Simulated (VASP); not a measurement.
A run of VASP 6.6.1 is set up as follows.

INCAR

```
SYSTEM = Na3TeF
  PREC = Accurate
  ENCUT = 520
  EDIFF = 1E-6
  ISMEAR = 0
  SIGMA = 0.1
  LREAL = .FALSE.
  LASPH = .TRUE.
  NELM = 100
  ALGO = Normal
  ISIF = 2
  LWAVE = .FALSE.
  LCHARG = .FALSE.
  GGA = PE
  NBANDS = 25
```

The input KPOINTS:

```
regular mesh
0
G
  4 4 4
  0 0 0
```

The input POSCAR:

```
Na3TeF
1.0
    4.7646271600      0.0000000000      0.0000000000
    0.0000000000      4.7646271600      0.0000000000
    0.0000000000      0.0000000000      4.7646271600
Na Te F
3 1 1
Direct
    0.5000000000      0.0000000000      0.0000000000
    0.0000000000      0.5000000000      0.0000000000
    0.0000000000      0.0000000000      0.5000000000
    0.5000000000      0.5000000000      0.5000000000
    0.0000000000      0.0000000000      0.0000000000
```

Potentials or basis: VASP PAW PBE potentials, release 64 (Na_pv, Te, F).

The run is started by

```bash
$ cat potpaw_PBE.64/Na_pv/POTCAR potpaw_PBE.64/Te/POTCAR potpaw_PBE.64/F/POTCAR > POTCAR
$ mpirun -np 1 vasp_std > vasp.out
```

What does it give for the pressure?

-0.6 GPa.

Estimate the band gap on the k mesh.

2.01 eV (least direct gap 2.26 eV).

Caveat: spin-orbit coupling is left out, which moves the levels of the heavy elements. A k mesh can miss the band edges.
